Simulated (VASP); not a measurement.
# GdB (Fm-3m) in VASP: a series of runs

The runs below take GdB through single point, with PBEsol.

Everything below comes from runs of VASP 6.6.1. Logs are shortened: lines on timing, memory, paths and dates and some standing lists are left out, and cuts for length are marked.

### Step 1. The cell of the first run

The structure is cubic, space group Fm-3m (No. 225). The conventional cell has a = 5.345 Å, b = 5.345 Å, c = 5.345 Å, α = 90.00°, β = 90.00°, γ = 90.00°. Gd (site symmetry m-3m) has 6 B at 2.67 Å within 3.5 Å. Within 3.5 Å of B (site symmetry m-3m) lie 6 Gd at 2.67 Å.

### Step 2. Single point, PBEsol, collinear spin, ferromagnetic start (19.09 Å³/atom)

INCAR reads:

```
ALGO = Normal
EDIFF = 1E-6
ENCUT = 520
GGA = PS
ISIF = 2
ISMEAR = 0
ISPIN = 2
LASPH = True
LCHARG = False
LMAXMIX = 6
LORBIT = 11
LREAL = False
LWAVE = False
MAGMOM = 7.8 0
NBANDS = 22
NELM = 150
PREC = Accurate
SIGMA = 0.05
```

KPOINTS reads:

```
k-points
0
Gamma
  10 10 10
```

POSCAR reads:

```
GdB
1.0
    0.0000000000      2.6723886532      2.6723886532
    2.6723886532      0.0000000000      2.6723886532
    2.6723886532      2.6723886532      0.0000000000
Gd B
1 1
Direct
    0.5000000000      0.5000000000      0.5000000000
    0.0000000000      0.0000000000      0.0000000000
```

Potentials or basis: VASP PAW PBE potentials, release 64 (Gd, B).

Run with:

```console
cat potpaw_PBE.64/Gd/POTCAR potpaw_PBE.64/B/POTCAR > POTCAR
mpirun -np 1 vasp_std > vasp.out
```

OUTCAR:

```text
EDIFF = 1E-6
   ENCUT = 520
   GGA = PS
   ISIF = 2
   ISMEAR = 0
   ISPIN = 2
   LASPH = True
   LORBIT = 11
   LREAL = False
   NELM = 150
   PREC = Accurate

 ion  position               nearest neighbor table
   1  0.500  0.500  0.500-   2 2.67   2 2.67   2 2.67   2 2.67   2 2.67   2 2.67
   2  0.000  0.000  0.000-   1 2.67   1 2.67   1 2.67   1 2.67   1 2.67   1 2.67

  LATTYP: Found a face centered cubic cell.
 ALAT       =     5.3447773064

  Lattice vectors:

 A1 = (   0.0000000000,   2.6723886532,   2.6723886532)
 A2 = (   2.6723886532,   0.0000000000,   2.6723886532)
 A3 = (   2.6723886532,   2.6723886532,   0.0000000000)

Analysis of symmetry for initial positions (statically):
=====================================================================
 Subroutine PRICEL returns:
 Original cell was already a primitive cell.

 Routine SETGRP: Setting up the symmetry group for a
 face centered cubic supercell.

 Subroutine GETGRP returns: Found 48 space group operations
 (whereof 48 operations were pure point group operations)
 out of a pool of 48 trial point group operations.

The static configuration has the point symmetry O_h .

Analysis of symmetry for dynamics (positions and initial velocities):
=====================================================================
 Subroutine PRICEL returns:
 Original cell was already a primitive cell.

 Routine SETGRP: Setting up the symmetry group for a
 face centered cubic supercell.

 Subroutine GETGRP returns: Found 48 space group operations
 (whereof 48 operations were pure point group operations)
 out of a pool of 48 trial point group operations.

The dynamic configuration has the point symmetry O_h .

Analysis of structural, dynamic, and magnetic symmetry:
=====================================================================
 Subroutine PRICEL returns:
 Original cell was already a primitive cell.

 Routine SETGRP: Setting up the symmetry group for a
 face centered cubic supercell.

 Subroutine GETGRP returns: Found 48 space group operations
 (whereof 48 operations were pure point group operations)
 out of a pool of 48 trial point group operations.

The overall configuration has the point symmetry O_h .

 Subroutine INISYM returns: Found 48 space group operations
 (whereof 48 operations are pure point group operations),
 and found     1 'primitive' translations

----------------------------------------------------------------------------------------

                                     Primitive cell

  volume of cell :      38.1706

  direct lattice vectors                    reciprocal lattice vectors
     0.000000000  2.672388653  2.672388653    -0.187098534  0.187098534  0.187098534
     2.672388653  0.000000000  2.672388653     0.187098534 -0.187098534  0.187098534
     2.672388653  2.672388653  0.000000000     0.187098534  0.187098534 -0.187098534

  length of vectors
     3.779328277  3.779328277  3.779328277     0.324064167  0.324064167  0.324064167

  position of ions in fractional coordinates (direct lattice)
     0.500000000  0.500000000  0.500000000
     0.000000000  0.000000000  0.000000000

  ion indices of the primitive-cell ions
   primitive index   ion index
                 1           1
                 2           2

----------------------------------------------------------------------------------------

 KPOINTS: k-points

Automatic generation of k-mesh.
 Grid dimensions read from file:
 generate k-points for:   10   10   10

 Generating k-lattice:

  Cartesian coordinates                     Fractional coordinates (reciprocal lattice)
    -0.018709853  0.018709853  0.018709853     0.100000000  0.000000000  0.000000000
     0.018709853 -0.018709853  0.018709853     0.000000000  0.100000000  0.000000000
     0.018709853  0.018709853 -0.018709853     0.000000000  0.000000000  0.100000000

  Length of vectors
     0.032406417  0.032406417  0.032406417

  Shift w.r.t. Gamma in fractional coordinates (k-lattice)
     0.000000000  0.000000000  0.000000000

 Subroutine IBZKPT returns following result:
 ===========================================

 Found     47 irreducible k-points:

 Following reciprocal coordinates:
            Coordinates               Weight
  0.000000  0.000000  0.000000      1.000000
  0.100000  0.000000  0.000000      8.000000
  0.200000  0.000000  0.000000      8.000000
  0.300000  0.000000  0.000000      8.000000
  0.400000  0.000000  0.000000      8.000000
  0.500000  0.000000  0.000000      4.000000
[... 16 lines left out ...]
  0.300000  0.300000  0.000000      6.000000
  0.400000  0.300000  0.000000     24.000000
 [... further k-points ...]
   k-points           NKPTS =     47   k-points in BZ     NKDIM =     47   number of bands    NBANDS=     22
   number of dos      NEDOS =    301   number of ions     NIONS =      2
   total plane-waves  NPLWV =  21952
   dimension x,y,z NGX =    28 NGY =   28 NGZ =   28
   dimension x,y,z NGXF=    56 NGYF=   56 NGZF=   56
   ions per type =               1   1
   NGX,Y,Z   is equivalent  to a cutoff of  12.32, 12.32, 12.32 a.u.
   NGXF,Y,Z  is equivalent  to a cutoff of  24.63, 24.63, 24.63 a.u.
 SYSTEM =  unknown system
   PREC   = accura    normal or accurate (medium, high low for compatibility)
   ISTART =      0    job   : 0-new  1-cont  2-samecut
   ICHARG =      2    charge: 1-file 2-atom 10-const
   ISPIN  =      2    spin polarized calculation?
   LNONCOLLINEAR =      F non collinear calculations
   LSORBIT =      F    spin-orbit coupling
   LASPH  =      T    aspherical Exc in radial PAW
   ENCUT  =  520.0 eV  38.22 Ry    6.18 a.u.   7.03  7.03  7.03*2*pi/ulx,y,z
   NELM   =    150;   NELMIN=  2; NELMDL= -5     # of ELM steps
   EDIFF  = 0.1E-05   stopping-criterion for ELM
   LREAL  =      F    real-space projection
   EDIFFG = 0.1E-04   stopping-criterion for IOM
   NSW    =      0    number of steps for IOM
   IBRION =     -1    ionic relax: 0-MD 1-quasi-New 2-CG
   NFREE  =      0    steps in history (QN), initial steepest desc. (CG)
   ISIF   =      2    stress and relaxation
   ISYM   =      2    0-nonsym 1-usesym 2-fastsym
   POTIM  = 0.5000    time-step for ionic-motion
   TEBEG  =    0.0;   TEEND  =   0.0 temperature during run
   PSTRESS=    0.0 pullay stress
   NELECT =      21.0000    total number of electrons
   NUPDOWN=      -1.0000    fix difference up-down
   EMIN   =  10.00;   EMAX   =-10.00  energy-range for DOS
   EFERMI =   0.00;   METHOD = LEGACY
   ISMEAR =     0;   SIGMA  =   0.05  broadening in eV -4-tet -1-fermi 0-gaus
   EFERMI_NEDOS =   21; number of points for ismear=-14 and -15
   IALGO  =     38    algorithm
   IMIX   =      4    mixing-type and parameters
     AMIX     =   0.40;   BMIX     =  1.00
     AMIX_MAG =   1.60;   BMIX_MAG =  1.00
  volume/ion in A,a.u.               =      19.09       128.79
  Fermi-wavevector in a.u.,A,eV,Ry     =   1.341441  2.534956 24.483201  1.799465
  Thomas-Fermi vector in A             =   2.469674
   LORBIT       =     11    0 simple, 1 ext, 2 COOP (PROOUT), +10 PAW based schemes
   GGA     = PS    functional components
   LHFCALC =     F    Hartree Fock is set to
   AEXX    =    0.0000 exact exchange contribution
   IVDW    =     0    specifies the selected vdW correction
   LEPSILON=     F    determine dielectric tensor
   LRPA    =     F    only Hartree local field effects (RPA)
 spin polarized calculation
 Gauss-broadening in eV      SIGMA  =   0.05
  energy-cutoff  :      520.00
  volume of cell :       38.17
 maximum number of plane-waves:      1056
   NGX = 13   NGY = 13   NGZ = 13

 number of electron      20.9999996 magnetization       8.0352074

 Free energy of the ion-electron system (eV)
  ---------------------------------------------------
  ext. energy  EPLUGINS =         0.00000000
  ---------------------------------------------------
  free energy    TOTEN  =       -18.30382906 eV

  energy without entropy =      -18.29862694  energy(sigma->0) =      -18.30122800

 E-fermi :   2.8005     XC(G=0): -10.7962

 val. band max:        2.7944562405   @ k =  -0.3000   0.5000   0.2000
 cond. band min:       2.8081291947   @ k =  -0.4000   0.4000   0.2000
 fundamental gap:      0.0136729542
 Fermi energy:         2.8004644262

 spin component 1

 k-point     1 :       0.0000    0.0000    0.0000
  band No.  band energies     occupation
      1     -41.2857      1.00000
      2     -18.4675      1.00000
      3     -18.4675      1.00000
      4     -18.4675      1.00000
      5      -5.0144      1.00000
      6      -1.0952      1.00000
[... 14 lines left out ...]
     21      10.1914      0.00000
     22      12.0957      0.00000
[... 552 lines left out ...]
  band No.  band energies     occupation
      1     -41.2466      1.00000
      2     -18.8603      1.00000
      3     -18.6262      1.00000
      4     -18.6097      1.00000
      5      -3.3107      1.00000
      6      -1.0448      1.00000
[... 14 lines left out ...]
     21      12.7531      0.00000
     22      14.0578      0.00000

 [... further k-points ...]

 spin component 2

 k-point     1 :       0.0000    0.0000    0.0000
  band No.  band energies     occupation
      1     -38.0657      1.00000
      2     -16.0850      1.00000
      3     -16.0850      1.00000
      4     -16.0850      1.00000
      5      -4.2028      1.00000
      6       3.6732      0.00000
[... 14 lines left out ...]
     21      11.0314      0.00000
     22      13.1131      0.00000
[... 552 lines left out ...]
  band No.  band energies     occupation
      1     -38.0152      1.00000
      2     -16.5761      1.00000
      3     -16.2815      1.00000
      4     -16.2605      1.00000
      5      -2.5019      1.00000
      6       1.9923      1.00000
[... 14 lines left out ...]
     21      14.1029      0.00000
     22      15.0404      0.00000

 [... further k-points ...]

------------------------ aborting loop because EDIFF is reached ----------------------------------------

  FORCE on cell =-STRESS in cart. coord.  units (eV):
  Direction    XX          YY          ZZ          XY          YZ          ZX
  --------------------------------------------------------------------------------------
  -------------------------------------------------------------------------------------
  Total       -0.2889470     -0.2889470     -0.2889470     -0.0000000      0.0000000      0.0000000
  in kB      -12.1282988    -12.1282988    -12.1282988     -0.0000000      0.0000000      0.0000000
  external PRESSURE =     -12.1282988 kB  Pullay stress =       0.0000000 kB

 VOLUME and BASIS-vectors are now :
 -----------------------------------------------------------------------------
  energy-cutoff  :      520.00
  volume of cell :       38.17
      direct lattice vectors                 reciprocal lattice vectors
     0.000000000  2.672388653  2.672388653    -0.187098534  0.187098534  0.187098534
     2.672388653  0.000000000  2.672388653     0.187098534 -0.187098534  0.187098534
     2.672388653  2.672388653  0.000000000     0.187098534  0.187098534 -0.187098534

 POSITION                                       TOTAL-FORCE (eV/Angst)
 -----------------------------------------------------------------------------------
      2.67239      2.67239      2.67239        -0.000000     -0.000000     -0.000000
      0.00000      0.00000      0.00000         0.000000      0.000000      0.000000
 -----------------------------------------------------------------------------------
    total drift:                                0.000000      0.000000      0.000000

  FREE ENERGIE OF THE ION-ELECTRON SYSTEM (eV)
  ---------------------------------------------------
  free  energy   TOTEN  =       -18.3038290579 eV

  energy  without entropy=      -18.2986269387  energy(sigma->0) =      -18.30122800

 total charge

# of ion       s       p       d       f       tot
--------------------------------------------------
    1        2.044   5.597   0.610   6.942  15.193
    2        0.776   0.858   0.000   0.000   1.635
--------------------------------------------------
tot          2.821   6.455   0.610   6.942  16.827

 magnetization (x)

# of ion       s       p       d       f       tot
--------------------------------------------------
    1       -0.003  -0.038   0.210   6.837   7.005
    2       -0.003   0.221   0.000   0.000   0.218
--------------------------------------------------
tot         -0.006   0.182   0.210   6.837   7.223
```

Wall time 1.9 min (1 thread of AMD EPYC 9R45 (Zen 5), shared host); peak memory 0.2 GiB.

What came out:

- Free energy: -18.3038 eV
- Pressure: -1.2 GPa
- Net moment: 8.04 μB per cell
- Site moments: Gd +7.00; B +0.22 μB
- Valence electrons inside the program's atomic spheres: Gd 15.19; B 1.64

Levels at points of the mesh, in eV from the Fermi level:
Spin up:
| k point | band 11 | band 12 | band 13 | band 14 | band 15 | band 16 | band 17 | band 18 | band 19 | band 20 |
| --- | --- | --- | --- | --- | --- | --- | --- | --- | --- | --- |
| (0.00, 0.00, 0.00) | -3.72 | -3.72 | 1.96 | 1.96 | 1.96 | 2.49 | 2.49 | 2.49 | 3.47 | 3.47 |
| (0.50, 0.00, 0.00) | -3.72 | -3.60 | -3.48 | -1.14 | -1.14 | 5.11 | 5.11 | 5.67 | 6.22 | 10.32 |
| (0.50, 0.50, 0.00) | -3.76 | -3.76 | -0.79 | -0.49 | 1.46 | 1.46 | 4.97 | 6.19 | 6.19 | 7.49 |
Spin down:
| k point | band 2 | band 3 | band 4 | band 5 | band 6 | band 7 | band 8 | band 9 | band 10 | band 11 |
| --- | --- | --- | --- | --- | --- | --- | --- | --- | --- | --- |
| (0.00, 0.00, 0.00) | -18.89 | -18.89 | -18.89 | -7.00 | 0.87 | 0.87 | 0.87 | 1.36 | 1.68 | 1.68 |
| (0.50, 0.00, 0.00) | -19.56 | -18.95 | -18.95 | -3.81 | -2.75 | -0.30 | -0.30 | 1.40 | 1.47 | 1.47 |
| (0.50, 0.50, 0.00) | -19.48 | -19.12 | -19.12 | -5.50 | 0.20 | 0.44 | 0.88 | 0.88 | 1.51 | 1.56 |

Caveat: the PAW data sets were made with another functional, which shifts forces and pressure a little; spin-orbit coupling is left out, which moves the levels of the heavy elements; a cell with one magnetic atom can't hold antiferromagnetic order, which such compounds often take; semilocal functionals describe open f shells poorly, which spoils levels, moments and volumes. The state reached can hang on the start; a lower one may exist.

### Step 3. Single point, PBEsol, collinear spin, ferromagnetic start (19.46 Å³/atom)

This run uses another cell than the first one, of 19.46 Å³/atom.

INCAR reads:

```
SYSTEM = GdB
PREC = Accurate
ENCUT = 520
EDIFF = 1E-6
ISMEAR = 0
SIGMA = 0.05
LREAL = .FALSE.
LASPH = .TRUE.
NELM = 150
ALGO = Normal
ISIF = 2
LWAVE = .FALSE.
LCHARG = .FALSE.
ISPIN = 2
MAGMOM = 7.79 0
LORBIT = 11
LMAXMIX = 6
GGA = PS
NBANDS = 22
```

KPOINTS reads:

```
regular mesh
0
G
  10 10 10
  0 0 0
```

POSCAR reads:

```
GdB
1.0
    0.0000000000      2.6897423125      2.6897423125
    2.6897423125      0.0000000000      2.6897423125
    2.6897423125      2.6897423125      0.0000000000
Gd B
1 1
Direct
    0.5000000000      0.5000000000      0.5000000000
    0.0000000000      0.0000000000      0.0000000000
```

Potentials or basis: VASP PAW PBE potentials, release 64 (Gd, B).

Run with:

```console
cat potpaw_PBE.64/Gd/POTCAR potpaw_PBE.64/B/POTCAR > POTCAR
mpirun -np 1 vasp_std > vasp.out
```

OUTCAR:

```text
SYSTEM = GdB
   PREC = Accurate
   ENCUT = 520
   EDIFF = 1E-6
   ISMEAR = 0
   LREAL = .FALSE.
   LASPH = .TRUE.
   NELM = 150
   ISIF = 2
   ISPIN = 2
   LORBIT = 11
   GGA = PS

 ion  position               nearest neighbor table
   1  0.500  0.500  0.500-   2 2.69   2 2.69   2 2.69   2 2.69   2 2.69   2 2.69
   2  0.000  0.000  0.000-   1 2.69   1 2.69   1 2.69   1 2.69   1 2.69   1 2.69

  LATTYP: Found a face centered cubic cell.
 ALAT       =     5.3794846250

  Lattice vectors:

 A1 = (   0.0000000000,   2.6897423125,   2.6897423125)
 A2 = (   2.6897423125,   0.0000000000,   2.6897423125)
 A3 = (   2.6897423125,   2.6897423125,   0.0000000000)

Analysis of symmetry for initial positions (statically):
=====================================================================
 Subroutine PRICEL returns:
 Original cell was already a primitive cell.

[... 801 lines left out ...]
      4     -16.2559      1.00000
      5      -4.2652      1.00000
      6       3.5445      0.00000
[... 589 lines left out ...]
     21      13.7667      0.00000
     22      14.7379      0.00000

 [... further k-points ...]

------------------------ aborting loop because EDIFF is reached ----------------------------------------

  FORCE on cell =-STRESS in cart. coord.  units (eV):
  Direction    XX          YY          ZZ          XY          YZ          ZX
  --------------------------------------------------------------------------------------
  -------------------------------------------------------------------------------------
  Total       -0.5609358     -0.5609358     -0.5609358      0.0000000     -0.0000000      0.0000000
  in kB      -23.0920084    -23.0920084    -23.0920084      0.0000000     -0.0000000      0.0000000
  external PRESSURE =     -23.0920084 kB  Pullay stress =       0.0000000 kB

 VOLUME and BASIS-vectors are now :
 -----------------------------------------------------------------------------
  energy-cutoff  :      520.00
  volume of cell :       38.92
      direct lattice vectors                 reciprocal lattice vectors
     0.000000000  2.689742312  2.689742312    -0.185891413  0.185891413  0.185891413
     2.689742312  0.000000000  2.689742312     0.185891413 -0.185891413  0.185891413
     2.689742312  2.689742312  0.000000000     0.185891413  0.185891413 -0.185891413

 POSITION                                       TOTAL-FORCE (eV/Angst)
 -----------------------------------------------------------------------------------
      2.68974      2.68974      2.68974         0.000000      0.000000      0.000000
      0.00000      0.00000      0.00000        -0.000000     -0.000000     -0.000000
 -----------------------------------------------------------------------------------
    total drift:                                0.000000      0.000000      0.000000

  FREE ENERGIE OF THE ION-ELECTRON SYSTEM (eV)
  ---------------------------------------------------
  free  energy   TOTEN  =       -18.2958323936 eV

  energy  without entropy=      -18.2909968535  energy(sigma->0) =      -18.29341462

 total charge

# of ion       s       p       d       f       tot
--------------------------------------------------
    1        2.043   5.598   0.595   6.943  15.178
    2        0.774   0.850   0.000   0.000   1.623
--------------------------------------------------
tot          2.816   6.447   0.595   6.943  16.802

 magnetization (x)

# of ion       s       p       d       f       tot
--------------------------------------------------
    1       -0.003  -0.043   0.208   6.840   7.002
    2       -0.003   0.219   0.000   0.000   0.217
--------------------------------------------------
tot         -0.006   0.177   0.208   6.840   7.219
```

stdout:

```text
POSCAR found type information on POSCAR GdB
 POSCAR found :  2 types and       2 ions
 scaLAPACK will be used
 -----------------------------------------------------------------------------
|                                                                             |
|                                                                             |
|     You enforced a specific xc type in the INCAR file but a different       |
|     I HOPE YOU KNOW WHAT YOU ARE DOING!                                     |
|                                                                             |
 -----------------------------------------------------------------------------

 LDA part: xc-table for (Slater+PW92), standard interpolation
 POSCAR, INCAR and KPOINTS ok, starting setup
 FFT: planning ... GRIDC
 FFT: planning ... GRID_SOFT
 FFT: planning ... GRID
 WAVECAR not read
 entering main loop
```

It took 1.9 min on 1 thread of AMD EPYC 9R45 (Zen 5), shared host; peak memory 0.2 GiB.

What came out:

| Item | Value |
| --- | --- |
| Free energy | -18.2958 eV |
| Pressure | -2.3 GPa |
| Net moment | 8.03 μB per cell |
| Site moments | Gd +7.00; B +0.22 μB |
| Valence electrons inside the program's atomic spheres | Gd 15.18; B 1.62 |

Caveat: the PAW data sets were made with another functional, which shifts forces and pressure a little; spin-orbit coupling is left out, which moves the levels of the heavy elements; a cell with one magnetic atom can't hold antiferromagnetic order, which such compounds often take; semilocal functionals describe open f shells poorly, which spoils levels, moments and volumes.
